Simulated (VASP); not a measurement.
# LiH (rocksalt type) (Fm-3m) in VASP: further runs, part 2 of 2

VASP 6.6.1. Earlier steps stand in the parts before.

### 3 Electric field gradients, PBE (volume scaled by 1.03)

Contents of INCAR:

```
PREC = Accurate
ENCUT = 520
EDIFF = 1E-8
ISMEAR = -1
SIGMA = 0.08
LREAL = False
LASPH = True
NELM = 60
ALGO = Normal
ISIF = 2
LWAVE = False
LCHARG = False
GGA = PE
LEFG = True
NBANDS = 9
```

Contents of KPOINTS:

```
Automatic mesh
0
Gamma
  14 14 14
```

Contents of POSCAR:

```
LiH
1.0
    0.0000000000      2.0233302752      2.0233302752
    2.0233302752      0.0000000000      2.0233302752
    2.0233302752      2.0233302752      0.0000000000
Li H
1 1
Direct
    0.0000000000      0.0000000000      0.0000000000
    0.5000000000      0.5000000000      0.5000000000
```

Potentials or basis: VASP PAW PBE potentials, release 64 (Li_sv, H).

The run is started by

```
$ cat potpaw_PBE.64/Li_sv/POTCAR potpaw_PBE.64/H/POTCAR > POTCAR
$ mpirun -np 1 vasp_std > vasp.out
```

OUTCAR:

```text
PREC = Accurate
   ENCUT = 520
   EDIFF = 1E-8
   ISMEAR = -1
   LREAL = False
   LASPH = True
   NELM = 60
   ISIF = 2
   GGA = PE

 ion  position               nearest neighbor table
   1  0.000  0.000  0.000-
   2  0.500  0.500  0.500-

  LATTYP: Found a face centered cubic cell.
 ALAT       =     4.0466605504

  Lattice vectors:

 A1 = (   0.0000000000,   2.0233302752,   2.0233302752)
 A2 = (   2.0233302752,   0.0000000000,   2.0233302752)
 A3 = (   2.0233302752,   2.0233302752,   0.0000000000)

Analysis of symmetry for initial positions (statically):
=====================================================================
 Subroutine PRICEL returns:
 Original cell was already a primitive cell.

 Routine SETGRP: Setting up the symmetry group for a
 face centered cubic supercell.

 Subroutine GETGRP returns: Found 48 space group operations
 (whereof 48 operations were pure point group operations)
[... 473 lines left out ...]
  energy-cutoff  :      520.00
  volume of cell :       16.57
      direct lattice vectors                 reciprocal lattice vectors
     0.000000000  2.023330275  2.023330275    -0.247117342  0.247117342  0.247117342
     2.023330275  0.000000000  2.023330275     0.247117342 -0.247117342  0.247117342
     2.023330275  2.023330275  0.000000000     0.247117342  0.247117342 -0.247117342

 POSITION                                       TOTAL-FORCE (eV/Angst)
 -----------------------------------------------------------------------------------
      0.00000      0.00000      0.00000        -0.000000     -0.000000      0.000000
      2.02333      2.02333      2.02333         0.000000      0.000000      0.000000
 -----------------------------------------------------------------------------------
    total drift:                                0.000000     -0.000000     -0.000000

  FREE ENERGIE OF THE ION-ELECTRON SYSTEM (eV)
  ---------------------------------------------------
  free  energy   TOTEN  =        -6.1255106512 eV

  energy  without entropy=       -6.1255106510  energy(sigma->0) =       -6.12551065

 Electric field gradients (V/A^2)
---------------------------------------------------------------------
 ion       V_xx      V_yy      V_zz      V_xy      V_xz      V_yz
---------------------------------------------------------------------
   1       0.000    -0.000     0.000    -0.001    -0.001    -0.001
   2       0.000    -0.000     0.000     0.001     0.001     0.001
---------------------------------------------------------------------

 Electric field gradients after diagonalization (V/A^2)
 (convention: |V_zz| > |V_xx| > |V_yy|)
----------------------------------------------------------------------
 ion       V_xx      V_yy      V_zz     asymmetry (V_yy - V_xx)/ V_zz
----------------------------------------------------------------------
   1       0.001     0.001    -0.003       0.000
   2      -0.001    -0.001     0.001       0.000
----------------------------------------------------------------------

           NMR quadrupolar parameters

 Cq : quadrupolar parameter    Cq=e*Q*V_zz/h
 eta: asymmetry parameters     (V_yy - V_xx)/ V_zz
 Q  : nuclear electric quadrupole moment in mb (millibarn)
----------------------------------------------------------------------
 ion       Cq(MHz)       eta       Q (mb)
----------------------------------------------------------------------
   1      -0.000       0.000       1.000
   2       0.000       0.000       1.000
----------------------------------------------------------------------
```

stdout:

```text
POSCAR found type information on POSCAR LiH
 POSCAR found :  2 types and       2 ions
 scaLAPACK will be used
 LDA part: xc-table for (Slater+PW92), standard interpolation
 POSCAR, INCAR and KPOINTS ok, starting setup
 FFT: planning ... GRIDC
 FFT: planning ... GRID_SOFT
 FFT: planning ... GRID
 WAVECAR not read
 entering main loop
ion   1

ion   2
```

Run time: 5.9 s. Hardware: 1 thread of Intel Xeon 6975P-C (Granite Rapids), shared host; peak memory 0.14 GiB.

Results:

| Item | Value |
| --- | --- |
| Free energy | -6.1255 eV |
| Band gap on the k mesh | 3.00 eV, direct |

Caveat: without QUAD_EFG the Cq values of the log hold for a quadrupole moment of 1 mb, not for the nuclei.

### 4 Electric field gradients, PBE (volume scaled by 1.06)

Contents of INCAR:

```
  PREC = Accurate
  ENCUT = 520
  EDIFF = 1E-8
  ISMEAR = -1
  SIGMA = 0.08
  LREAL = F
  LASPH = T
  NELM = 80
  ALGO = Normal
  ISIF = 2
  LWAVE = F
  LCHARG = F
  GGA = PE
  LEFG = T
  NBANDS = 9
```

KPOINTS is that of step 3.

Contents of POSCAR:

```
LiH
1.0
    0.0000000000      2.0427865675      2.0427865675
    2.0427865675      0.0000000000      2.0427865675
    2.0427865675      2.0427865675      0.0000000000
Li H
1 1
Direct
    0.0000000000      0.0000000000      0.0000000000
    0.5000000000      0.5000000000      0.5000000000
```

Potentials or basis: VASP PAW PBE potentials, release 64 (Li_sv, H).

The run is started by

```
$ cat potpaw_PBE.64/Li_sv/POTCAR potpaw_PBE.64/H/POTCAR > POTCAR
$ mpirun -np 1 vasp_std > vasp.out
```

OUTCAR:

```text
PREC = Accurate
   ENCUT = 520
   EDIFF = 1E-8
   ISMEAR = -1
   LREAL = F
   LASPH = T
   NELM = 80
   ISIF = 2
   GGA = PE

 ion  position               nearest neighbor table
   1  0.000  0.000  0.000-
   2  0.500  0.500  0.500-

  LATTYP: Found a face centered cubic cell.
 ALAT       =     4.0855731350

  Lattice vectors:

 A1 = (   0.0000000000,   2.0427865675,   2.0427865675)
 A2 = (   2.0427865675,   0.0000000000,   2.0427865675)
 A3 = (   2.0427865675,   2.0427865675,   0.0000000000)

Analysis of symmetry for initial positions (statically):
=====================================================================
 Subroutine PRICEL returns:
 Original cell was already a primitive cell.

 Routine SETGRP: Setting up the symmetry group for a
 face centered cubic supercell.

 Subroutine GETGRP returns: Found 48 space group operations
 (whereof 48 operations were pure point group operations)
[... 474 lines left out ...]
  volume of cell :       17.05
      direct lattice vectors                 reciprocal lattice vectors
     0.000000000  2.042786567  2.042786567    -0.244763701  0.244763701  0.244763701
     2.042786567  0.000000000  2.042786567     0.244763701 -0.244763701  0.244763701
     2.042786567  2.042786567  0.000000000     0.244763701  0.244763701 -0.244763701

 POSITION                                       TOTAL-FORCE (eV/Angst)
 -----------------------------------------------------------------------------------
      0.00000      0.00000      0.00000        -0.000000     -0.000000      0.000000
      2.04279      2.04279      2.04279         0.000000      0.000000     -0.000000
 -----------------------------------------------------------------------------------
    total drift:                                0.000000     -0.000000     -0.000000

  FREE ENERGIE OF THE ION-ELECTRON SYSTEM (eV)
  ---------------------------------------------------
  free  energy   TOTEN  =        -6.1210921494 eV

  energy  without entropy=       -6.1210921492  energy(sigma->0) =       -6.12109215

 Electric field gradients (V/A^2)
---------------------------------------------------------------------
 ion       V_xx      V_yy      V_zz      V_xy      V_xz      V_yz
---------------------------------------------------------------------
   1      -0.000    -0.000    -0.000    -0.002    -0.002    -0.002
   2       0.000    -0.000    -0.000     0.001     0.001     0.001
---------------------------------------------------------------------

 Electric field gradients after diagonalization (V/A^2)
 (convention: |V_zz| > |V_xx| > |V_yy|)
----------------------------------------------------------------------
 ion       V_xx      V_yy      V_zz     asymmetry (V_yy - V_xx)/ V_zz
----------------------------------------------------------------------
   1       0.002     0.002    -0.005       0.000
   2      -0.001    -0.001     0.002       0.000
----------------------------------------------------------------------

           NMR quadrupolar parameters

 Cq : quadrupolar parameter    Cq=e*Q*V_zz/h
 eta: asymmetry parameters     (V_yy - V_xx)/ V_zz
 Q  : nuclear electric quadrupole moment in mb (millibarn)
----------------------------------------------------------------------
 ion       Cq(MHz)       eta       Q (mb)
----------------------------------------------------------------------
   1      -0.000       0.000       1.000
   2       0.000       0.000       1.000
----------------------------------------------------------------------
```

stdout:

```text
POSCAR found type information on POSCAR LiH
 POSCAR found :  2 types and       2 ions
 scaLAPACK will be used
 LDA part: xc-table for (Slater+PW92), standard interpolation
 POSCAR, INCAR and KPOINTS ok, starting setup
 FFT: planning ... GRIDC
 FFT: planning ... GRID_SOFT
 FFT: planning ... GRID
 WAVECAR not read
 entering main loop
ion   1

ion   2
```

Wall time 5.9 s (1 thread of Intel Xeon 6975P-C (Granite Rapids), shared host); peak memory 0.13 GiB.

Results:

| Item | Value |
| --- | --- |
| Free energy | -6.1211 eV |
| Band gap on the k mesh | 3.02 eV, direct |

Levels at points of the mesh, in eV from the valence-band top:
```tsv
k point	band 1	band 2	band 3	band 4	band 5	band 6
(0.00, 0.00, 0.00)	-44.35	-5.22	15.36	17.32	17.32	17.32
(0.50, 0.00, 0.00)	-44.31	-2.47	4.79	13.18	15.99	15.99
(0.50, 0.50, 0.00)	-44.30	0.00	3.02	10.54	10.54	13.63
```

Caveat: without QUAD_EFG the Cq values of the log hold for a quadrupole moment of 1 mb, not for the nuclei. A k mesh can miss the band edges.

### 5 Summary

```csv
cell,gap on the mesh (eV)
"a = 2.805 Å, angles 60.0°, 2 atoms",2.96
"a = 2.861 Å, angles 60.0°, 2 atoms",3.00
"a = 2.889 Å, angles 60.0°, 2 atoms",3.02
```

Alike in all rows: task electric field gradients; level PBE; potentials or basis VASP PAW PBE potentials, release 64 (Li_sv, H); no spin polarisation; k mesh 14 × 14 × 14; cutoff (eV) 520; smearing fermi-dirac 0.08 eV.

Total energies depend on the potentials used, so only differences within one code and one set of settings carry meaning.
